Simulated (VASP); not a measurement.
Input of a VASP 6.6.1 run:

Contents of INCAR:

```
ALGO = Normal
EDIFF = 1E-8
ENCUT = 520
GGA = CA
ISIF = 2
ISMEAR = -1
LASPH = T
LCHARG = F
LEFG = T
LREAL = F
LWAVE = F
NBANDS = 26
NELM = 100
PREC = Accurate
SIGMA = 0.08
```

File KPOINTS:

```
k-points
0
Gamma
  6 6 11
```

POSCAR

```
InSb
1.0
    5.1962900000      0.0000000000      0.0000000000
    0.0000000000      5.5406400000      0.0000000000
    0.0000000000      0.0000000000      3.0630000000
In Sb
2 2
Direct
    0.0000000000      0.0000000000      0.0000000000
    0.5000000000      0.5000000000      0.0000000000
    0.5000000000      0.0000000000      0.8350000000
    0.0000000000      0.5000000000      0.1650000000
```

Potentials or basis: VASP PAW LDA potentials, release 64 (In_d, Sb).

The run is started by

```bash
$ cat potpaw_LDA.64/In_d/POTCAR potpaw_LDA.64/Sb/POTCAR > POTCAR
$ mpirun -np 1 vasp_std > vasp.out
```

Problem. Predict the pressure.

Solution. 20.3 GPa.

Problem. Predict the band gap on the k mesh.

Solution. Zero (bands 18 and 19 overlap by 3.84 eV).

Problem. What does it give for the largest force?

Solution. 0.962 eV/Å.

Forces on the atoms (eV/Å):
```
In   0.000  0.000  0.352
In   0.000  0.000 -0.352
Sb   0.000  0.000 -0.962
Sb   0.000  0.000  0.962
```

Caveat: the cell differs from its parent crystal (equal xx and yy strain of -3 %); the cell stands under pressure; without QUAD_EFG the Cq values of the log hold for a quadrupole moment of 1 mb, not for the nuclei; spin-orbit coupling is left out, which moves the levels of the heavy elements.
